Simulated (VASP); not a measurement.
# BaO: single point with PBEsol

The system is BaO.

```
Ba O
1.0
     3.88909    0.00000    0.00000
     1.94454    3.36805    0.00000
     1.94454    1.12268    3.17543
Ba O
1 1
Direct
  0.00000 0.00000 0.00000
  0.50000 0.50000 0.50000
```

```
Program             : VASP 6.6.1
Task                : single point
Functional          : PBEsol
Potentials or basis : VASP PAW PBE potentials, release 64 (Ba_sv, O)
Cutoff              : 600 eV
k mesh              : 8 × 8 × 8
Occupations         : fermi-dirac, width 0.05 eV
Spin                : no spin polarisation
```

The pressure is 1.4 GPa and the band gap on the k mesh is 1.79 eV.

Levels at points of the mesh, in eV from the valence-band top:
| k point | band 4 | band 5 | band 6 | band 7 | band 8 | band 9 | band 10 | band 11 | band 12 | band 13 |
| --- | --- | --- | --- | --- | --- | --- | --- | --- | --- | --- |
| (0.00, 0.00, 0.00) | -10.29 | -10.29 | -0.41 | -0.41 | -0.41 | 3.45 | 4.62 | 4.62 | 4.62 | 6.96 |
| (0.50, 0.00, 0.00) | -10.42 | -10.42 | -2.15 | -1.61 | -1.61 | 4.88 | 7.20 | 7.20 | 8.12 | 10.69 |
| (0.50, 0.50, 0.00) | -10.93 | -10.93 | -0.20 | -0.20 | 0.00 | 1.79 | 6.01 | 8.99 | 9.34 | 9.92 |

It took 14 s on 1 thread of AMD EPYC 9R14 (Zen 4), with other jobs on the host, peak memory 0.15 GiB.

Caveat: the PAW data sets were made with another functional, which shifts forces and pressure a little; spin-orbit coupling is left out, which moves the levels of the heavy elements. As with any semilocal functional, this PBEsol gap is likely too small.
